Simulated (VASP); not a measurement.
Crystal: P.

```
P
1.0
     0.00000    1.96707    1.96707
     1.96707    0.00000    1.96707
     1.96707    1.96707    0.00000
P
1
Direct
  0.00000 0.00000 0.00000
```

- Program: VASP 6.6.1
- Task: relaxation of cell and atoms
- Functional: r2SCAN
- Potentials or basis: VASP PAW PBE potentials, release 64 (P)
- Cutoff: 600 eV
- k mesh: 14 × 14 × 14
- Occupations: fermi-dirac, width 0.1 eV
- Spin: no spin polarisation

At the start: pressure -3.1 GPa; volume 15.22 Å³/atom.

Task: Where does the relaxation end?

Result: Over 3 steps the energy falls by 5.6 meV/atom and the volume is 14.65 Å³/atom (-3.8 %); space group Fm-3m (No. 225, to 0.05 Å).

The path:
```tsv
step	energy change (eV)	largest force (eV/Å)	pressure (GPa)	volume (Å³)
1	0.0000	0.0000	-3.05	15.22
2	-0.0056	0.0000	0.33	14.59
3	-0.0056	0.0000	-0.04	14.65
```

Final structure:
```cif
data_structure
_symmetry_space_group_name_H-M 'P 1'
_symmetry_Int_Tables_number 1
_cell_length_a 2.7464
_cell_length_b 2.7464
_cell_length_c 2.7464
_cell_angle_alpha 60.000
_cell_angle_beta 60.000
_cell_angle_gamma 60.000
_cell_volume 14.65
loop_
_atom_site_label
_atom_site_type_symbol
_atom_site_fract_x
_atom_site_fract_y
_atom_site_fract_z
_atom_site_occupancy
P1 P 0.00000 0.00000 0.00000 1
```

Caveat: the PAW data sets were made with another functional, which shifts forces and pressure a little.
